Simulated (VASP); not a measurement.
# Ta5C3 (a cell with a defect) in VASP: relaxation of the atoms with PBE

Aim: the relaxation of the atoms of Ta5C3 (a cell with a defect) with PBE.

Program: VASP 6.6.1. These are calculated values, not measurements. Logs are shortened: lines on timing, memory, paths and dates and some standing lists are left out, and cuts for length are marked.

### Step 1. The cell of the first run

The cell holds a defect, 8 atoms: a = 4.475 Å, b = 4.475 Å, c = 4.475 Å, α = 90.00°, β = 90.00°, γ = 90.00°.

### Step 2. Relaxation of the atoms, PBE

Contents of INCAR:

```
SYSTEM = Ta5C3
PREC = Accurate
ENCUT = 520
EDIFF = 1E-7
ISMEAR = 0
SIGMA = 0.1
LREAL = .False.
LASPH = .True.
NELM = 120
ALGO = Normal
ISIF = 2
LWAVE = .False.
LCHARG = .False.
GGA = PE
IBRION = 2
NSW = 65
EDIFFG = -0.025
GGA_COMPAT = .False.
NELMIN = 4
```

Contents of KPOINTS:

```
Automatic mesh
0
Gamma
  6 6 6
  0.5 0.5 0.5
```

Contents of POSCAR:

```
Ta5C3
1.0
    0.0000000000      0.0000000000     -4.4754013011
    0.0000000000     -4.4754013011      0.0000000000
   -4.4754013011      0.0000000000      0.0000000000
Ta C
5 3
Direct
    1.0000000000      1.0000000000      1.0000000000
    0.0000000000      0.5000000000      0.5000000000
    0.5000000000      0.0000000000      0.5000000000
    0.5000000000      0.5000000000      1.0000000000
    0.0000000000      0.0000000000      0.5000000000
    0.0000000000      0.5000000000      0.0000000000
    0.5000000000      0.0000000000      0.0000000000
    0.5000000000      0.5000000000      0.5000000000
```

Potentials or basis: VASP PAW PBE potentials, release 64 (Ta_pv, C).

Command:

```
cat potpaw_PBE.64/Ta_pv/POTCAR potpaw_PBE.64/C/POTCAR > POTCAR
mpirun -np 1 vasp_std > vasp.out
```

OUTCAR:

```text
SYSTEM = Ta5C3
   PREC = Accurate
   ENCUT = 520
   EDIFF = 1E-7
   ISMEAR = 0
   LREAL = .False.
   LASPH = .True.
   NELM = 120
   ISIF = 2
   GGA = PE
   IBRION = 2
   NSW = 65
   EDIFFG = -0.025
   NELMIN = 4

 ion  position               nearest neighbor table
   1  0.000  0.000  0.000-   5 2.24   6 2.24   7 2.24   5 2.24   6 2.24   7 2.24   2 3.16   3 3.16
                             2 3.16   2 3.16   4 3.16   3 3.16   2 3.16   3 3.16   4 3.16   4 3.16
   2  0.000  0.500  0.500-   5 2.24   6 2.24   8 2.24   6 2.24   5 2.24   8 2.24   1 3.16   4 3.16
                             1 3.16   1 3.16   3 3.16   3 3.16   1 3.16   3 3.16   4 3.16   4 3.16
   3  0.500  0.000  0.500-   5 2.24   7 2.24   8 2.24   7 2.24   8 2.24   5 2.24   1 3.16   4 3.16
                             1 3.16   2 3.16   4 3.16   2 3.16   4 3.16   1 3.16   2 3.16   4 3.16
   4  0.500  0.500  0.000-   6 2.24   7 2.24   8 2.24   8 2.24   7 2.24   6 2.24   2 3.16   3 3.16
                             1 3.16   1 3.16   3 3.16   2 3.16   3 3.16   1 3.16   2 3.16   3 3.16
   5  0.000  0.000  0.500-   1 2.24   2 2.24   3 2.24   1 2.24   2 2.24   3 2.24
   6  0.000  0.500  0.000-   1 2.24   2 2.24   4 2.24   2 2.24   1 2.24   4 2.24
   7  0.500  0.000  0.000-   1 2.24   3 2.24   4 2.24   3 2.24   4 2.24   1 2.24
   8  0.500  0.500  0.500-   2 2.24   3 2.24   4 2.24   4 2.24   3 2.24   2 2.24

  LATTYP: Found a simple cubic cell.
 ALAT       =     4.4754013011

  Lattice vectors:

 A1 = (   0.0000000000,   0.0000000000,  -4.4754013011)
 A2 = (   0.0000000000,  -4.4754013011,   0.0000000000)
 A3 = (  -4.4754013011,   0.0000000000,   0.0000000000)

Analysis of symmetry for initial positions (statically):
=====================================================================
 Subroutine PRICEL returns:
 Original cell was already a primitive cell.

 Routine SETGRP: Setting up the symmetry group for a
 simple cubic supercell.

 Subroutine GETGRP returns: Found 48 space group operations
 (whereof 16 operations were pure point group operations)
 out of a pool of 48 trial point group operations.

The static configuration has the point symmetry D_4h.
 The point group associated with its full space group is O_h .

Analysis of symmetry for dynamics (positions and initial velocities):
=====================================================================
 Subroutine PRICEL returns:
 Original cell was already a primitive cell.

 Routine SETGRP: Setting up the symmetry group for a
 simple cubic supercell.

 Subroutine GETGRP returns: Found 48 space group operations
 (whereof 16 operations were pure point group operations)
 out of a pool of 48 trial point group operations.

The dynamic configuration has the point symmetry D_4h.
 The point group associated with its full space group is O_h .

 Subroutine INISYM returns: Found 48 space group operations
 (whereof 16 operations are pure point group operations),
 and found     1 'primitive' translations

----------------------------------------------------------------------------------------

                                     Primitive cell

  volume of cell :      89.6388

  direct lattice vectors                    reciprocal lattice vectors
     0.000000000  0.000000000 -4.475401301     0.000000000  0.000000000 -0.223443650
     0.000000000 -4.475401301  0.000000000     0.000000000 -0.223443650  0.000000000
    -4.475401301  0.000000000  0.000000000    -0.223443650  0.000000000  0.000000000

  length of vectors
     4.475401301  4.475401301  4.475401301     0.223443650  0.223443650  0.223443650

  position of ions in fractional coordinates (direct lattice)
     0.000000000  0.000000000  0.000000000
     0.000000000  0.500000000  0.500000000
     0.500000000  0.000000000  0.500000000
     0.500000000  0.500000000  0.000000000
     0.000000000  0.000000000  0.500000000
     0.000000000  0.500000000  0.000000000
     0.500000000  0.000000000  0.000000000
     0.500000000  0.500000000  0.500000000

  ion indices of the primitive-cell ions
   primitive index   ion index
                 1           1
                 2           2
                 3           3
                 4           4
                 5           5
                 6           6
                 7           7
                 8           8

----------------------------------------------------------------------------------------

 KPOINTS: Automatic mesh

Automatic generation of k-mesh.
 Grid dimensions read from file:
 generate k-points for:    6    6    6

 Generating k-lattice:

  Cartesian coordinates                     Fractional coordinates (reciprocal lattice)
     0.000000000  0.000000000 -0.037240608     0.166666667  0.000000000  0.000000000
     0.000000000 -0.037240608  0.000000000     0.000000000  0.166666667  0.000000000
    -0.037240608  0.000000000  0.000000000     0.000000000  0.000000000  0.166666667

  Length of vectors
     0.037240608  0.037240608  0.037240608

  Shift w.r.t. Gamma in fractional coordinates (k-lattice)
     0.500000000  0.500000000  0.500000000

 Subroutine IBZKPT returns following result:
 ===========================================

 Found     10 irreducible k-points:

 Following reciprocal coordinates:
            Coordinates               Weight
  0.083333  0.083333  0.083333      8.000000
  0.250000  0.083333  0.083333     24.000000
  0.416667  0.083333  0.083333     24.000000
  0.250000  0.250000  0.083333     24.000000
  0.416667  0.250000  0.083333     48.000000
  0.416667  0.416667  0.083333     24.000000
  0.250000  0.250000  0.250000      8.000000
  0.416667  0.250000  0.250000     24.000000
  0.416667  0.416667  0.250000     24.000000
  0.416667  0.416667  0.416667      8.000000
   k-points           NKPTS =     10   k-points in BZ     NKDIM =     10   number of bands    NBANDS=     40
   number of dos      NEDOS =    301   number of ions     NIONS =      8
   total plane-waves  NPLWV =  46656
   dimension x,y,z NGX =    36 NGY =   36 NGZ =   36
   dimension x,y,z NGXF=    72 NGYF=   72 NGZF=   72
   ions per type =               5   3
   NGX,Y,Z   is equivalent  to a cutoff of  13.37, 13.37, 13.37 a.u.
   NGXF,Y,Z  is equivalent  to a cutoff of  26.75, 26.75, 26.75 a.u.
 SYSTEM =  Ta5C3
   PREC   = accura    normal or accurate (medium, high low for compatibility)
   ISTART =      0    job   : 0-new  1-cont  2-samecut
   ICHARG =      2    charge: 1-file 2-atom 10-const
   ISPIN  =      1    spin polarized calculation?
   LNONCOLLINEAR =      F non collinear calculations
   LSORBIT =      F    spin-orbit coupling
   LASPH  =      T    aspherical Exc in radial PAW
   ENCUT  =  520.0 eV  38.22 Ry    6.18 a.u.   8.32  8.32  8.32*2*pi/ulx,y,z
   NELM   =    120;   NELMIN=  4; NELMDL= -5     # of ELM steps
   EDIFF  = 0.1E-06   stopping-criterion for ELM
   LREAL  =      F    real-space projection
   EDIFFG = -.3E-01   stopping-criterion for IOM
   NSW    =     65    number of steps for IOM
   IBRION =      2    ionic relax: 0-MD 1-quasi-New 2-CG
   NFREE  =      1    steps in history (QN), initial steepest desc. (CG)
   ISIF   =      2    stress and relaxation
   ISYM   =      2    0-nonsym 1-usesym 2-fastsym
   POTIM  = 0.5000    time-step for ionic-motion
   TEBEG  =    0.0;   TEEND  =   0.0 temperature during run
   PSTRESS=    0.0 pullay stress
   NELECT =      67.0000    total number of electrons
   NUPDOWN=      -1.0000    fix difference up-down
   EMIN   =  10.00;   EMAX   =-10.00  energy-range for DOS
   EFERMI =   0.00;   METHOD = LEGACY
   ISMEAR =     0;   SIGMA  =   0.10  broadening in eV -4-tet -1-fermi 0-gaus
   EFERMI_NEDOS =   21; number of points for ismear=-14 and -15
   IALGO  =     38    algorithm
   IMIX   =      4    mixing-type and parameters
     AMIX     =   0.40;   BMIX     =  1.00
     AMIX_MAG =   1.60;   BMIX_MAG =  1.00
  volume/ion in A,a.u.               =      11.20        75.61
  Fermi-wavevector in a.u.,A,eV,Ry     =   1.485711  2.807587 30.032661  2.207338
  Thomas-Fermi vector in A             =   2.599089
   LORBIT       =      0    0 simple, 1 ext, 2 COOP (PROOUT), +10 PAW based schemes
   GGA     = PE    functional components
   LHFCALC =     F    Hartree Fock is set to
   AEXX    =    0.0000 exact exchange contribution
   IVDW    =     0    specifies the selected vdW correction
   LEPSILON=     F    determine dielectric tensor
   LRPA    =     F    only Hartree local field effects (RPA)
 conjugate gradient relaxation of ions
 non-spin polarized calculation
 Gauss-broadening in eV      SIGMA  =   0.10
  energy-cutoff  :      520.00
  volume of cell :       89.64
 maximum number of plane-waves:      2430
 NGX is ok and might be reduce to    36
   NGX = 17   NGY = 17   NGZ = 17

 number of electron      66.9999988 magnetization

 Free energy of the ion-electron system (eV)
  ---------------------------------------------------
  ext. energy  EPLUGINS =         0.00000000
  ---------------------------------------------------
  free energy    TOTEN  =       -75.65344019 eV

  energy without entropy =      -75.62581968  energy(sigma->0) =      -75.63962993

 E-fermi :   8.8203     XC(G=0): -13.6379

 val. band max:        8.5793964915   @ k =   0.4167   0.4167   0.0833
 cond. band min:       8.8432178246   @ k =   0.4167   0.2500   0.0833
 fundamental gap:      0.2638213331
 Fermi energy:         8.8203490020

 k-point     1 :       0.0833    0.0833    0.0833
  band No.  band energies     occupation
      1     -28.4801      2.00000
      2     -28.4732      2.00000
      3     -28.4732      2.00000
      4     -26.6173      2.00000
      5     -26.6173      2.00000
      6     -26.6048      2.00000
[... 32 lines left out ...]
     39      12.2601      0.00000
     40      12.2882      0.00000

 k-point     2 :       0.2500    0.0833    0.0833
  band No.  band energies     occupation
      1     -28.4607      2.00000
      2     -28.4557      2.00000
      3     -27.9186      2.00000
      4     -26.6128      2.00000
      5     -26.6108      2.00000
      6     -26.5868      2.00000
[... 32 lines left out ...]
     39      11.4823      0.00000
     40      12.3237      0.00000

 k-point     3 :       0.4167    0.0833    0.0833
  band No.  band energies     occupation
      1     -28.4431      2.00000
      2     -28.4378      2.00000
      3     -26.9534      2.00000
      4     -26.6089      2.00000
      5     -26.5941      2.00000
      6     -26.5765      2.00000
[... 32 lines left out ...]
     39      11.1916      0.00000
     40      12.0304      0.00000

 k-point     4 :       0.2500    0.2500    0.0833
  band No.  band energies     occupation
      1     -28.4412      2.00000
      2     -27.9176      2.00000
      3     -27.8805      2.00000
      4     -26.6217      2.00000
      5     -26.6119      2.00000
      6     -26.5768      2.00000
[... 32 lines left out ...]
     39      11.4805      0.00000
     40      11.9690      0.00000

 k-point     5 :       0.4167    0.2500    0.0833
  band No.  band energies     occupation
      1     -28.4238      2.00000
      2     -27.8798      2.00000
      3     -26.9324      2.00000
      4     -26.6227      2.00000
      5     -26.6049      2.00000
      6     -26.5811      2.00000
[... 32 lines left out ...]
     39      11.1834      0.00000
     40      11.7522      0.00000

 k-point     6 :       0.4167    0.4167    0.0833
  band No.  band energies     occupation
      1     -28.4067      2.00000
      2     -26.9532      2.00000
      3     -26.8734      2.00000
      4     -26.6318      2.00000
      5     -26.6182      2.00000
      6     -26.5789      2.00000
[... 32 lines left out ...]
     39      10.7573      0.00000
     40      11.4806      0.00000

 k-point     7 :       0.2500    0.2500    0.2500
  band No.  band energies     occupation
      1     -27.9192      2.00000
      2     -27.8600      2.00000
      3     -27.8600      2.00000
      4     -26.6406      2.00000
      5     -26.6406      2.00000
      6     -26.5719      2.00000
[... 32 lines left out ...]
     39      11.4415      0.00000
     40      11.6364      0.00000

 k-point     8 :       0.4167    0.2500    0.2500
  band No.  band energies     occupation
      1     -27.8826      2.00000
      2     -27.8387      2.00000
      3     -26.9104      2.00000
      4     -26.6606      2.00000
      5     -26.6388      2.00000
      6     -26.5977      2.00000
[... 32 lines left out ...]
     39      11.2943      0.00000
     40      11.5143      0.00000

 k-point     9 :       0.4167    0.4167    0.2500
  band No.  band energies     occupation
      1     -27.8422      2.00000
      2     -26.9321      2.00000
      3     -26.8475      2.00000
      4     -26.6784      2.00000
      5     -26.6595      2.00000
      6     -26.6385      2.00000
[... 32 lines left out ...]
     39      10.8502      0.00000
     40      11.3991      0.00000

 k-point    10 :       0.4167    0.4167    0.4167
  band No.  band energies     occupation
      1     -26.9659      2.00000
      2     -26.8116      2.00000
      3     -26.8116      2.00000
      4     -26.7088      2.00000
      5     -26.7088      2.00000
      6     -26.6958      2.00000
[... 32 lines left out ...]
     39      11.3207      0.00000
     40      11.3411      0.00000

------------------------ aborting loop because EDIFF is reached ----------------------------------------

  FORCE on cell =-STRESS in cart. coord.  units (eV):
  Direction    XX          YY          ZZ          XY          YZ          ZX
  --------------------------------------------------------------------------------------
  -------------------------------------------------------------------------------------
  Total       42.6898248     42.6898248     42.6898248      0.0000000     -0.0000000     -0.0000000
  in kB      763.0254142    763.0254142    763.0254142      0.0000000     -0.0000000     -0.0000000
  external PRESSURE =     763.0254142 kB  Pullay stress =       0.0000000 kB

 VOLUME and BASIS-vectors are now :
 -----------------------------------------------------------------------------
  energy-cutoff  :      520.00
  volume of cell :       89.64
      direct lattice vectors                 reciprocal lattice vectors
     0.000000000  0.000000000 -4.475401301     0.000000000  0.000000000 -0.223443650
     0.000000000 -4.475401301  0.000000000     0.000000000 -0.223443650  0.000000000
    -4.475401301  0.000000000  0.000000000    -0.223443650  0.000000000  0.000000000

 POSITION                                       TOTAL-FORCE (eV/Angst)
 -----------------------------------------------------------------------------------
      0.00000      0.00000      0.00000         0.000000      0.000000      0.000000
     -2.23770     -2.23770      0.00000         0.000000      0.000000      0.000000
     -2.23770      0.00000     -2.23770         0.000000      0.000000      0.000000
      0.00000     -2.23770     -2.23770         0.000000      0.000000      0.000000
     -2.23770      0.00000      0.00000         0.000000      0.000000      0.000000
      0.00000     -2.23770      0.00000         0.000000      0.000000      0.000000
      0.00000      0.00000     -2.23770         0.000000      0.000000      0.000000
     -2.23770     -2.23770     -2.23770         0.000000      0.000000      0.000000
 -----------------------------------------------------------------------------------
    total drift:                               -0.000000     -0.000000     -0.000000

  FREE ENERGIE OF THE ION-ELECTRON SYSTEM (eV)
  ---------------------------------------------------
  free  energy   TOTEN  =       -75.6534401879 eV

  energy  without entropy=      -75.6258196799  energy(sigma->0) =      -75.63962993

 reached required accuracy - stopping structural energy minimisation
```

Run time: 87 s. Hardware: 1 thread of Intel Xeon 8259CL, shared host; peak memory 0.21 GiB.

Results:

```
Free energy             : -75.6534 eV
Pressure after relaxing : 76.3 GPa
Band gap on the k mesh  : zero (an odd number of electrons rules out a gap without spin polarisation)
```

Final structure:
```yaml
crystal:
  lattice:
    - [0.00000, 0.00000, -4.47540]
    - [0.00000, -4.47540, 0.00000]
    - [-4.47540, 0.00000, 0.00000]
  atoms:
    - { symbol: Ta, position: [0.00000, 0.00000, 0.00000] }
    - { symbol: Ta, position: [0.00000, 0.50000, 0.50000] }
    - { symbol: Ta, position: [0.50000, 0.00000, 0.50000] }
    - { symbol: Ta, position: [0.50000, 0.50000, 0.00000] }
    - { symbol: Ta, position: [0.00000, 0.00000, 0.50000] }
    - { symbol: C, position: [0.00000, 0.50000, 0.00000] }
    - { symbol: C, position: [0.50000, 0.00000, 0.00000] }
    - { symbol: C, position: [0.50000, 0.50000, 0.50000] }
```

Levels at points of the mesh, in eV from the Fermi level:
```csv
k point,band 30,band 31,band 32,band 33,band 34,band 35,band 36,band 37
"(0.08, 0.08, 0.08)",-2.48,-2.17,-1.87,-1.87,-1.20,-1.20,-0.55,2.39
```

Caveat: the relaxation stopped at its first step, so nothing moved; spin-orbit coupling is left out, which moves the levels of the heavy elements.
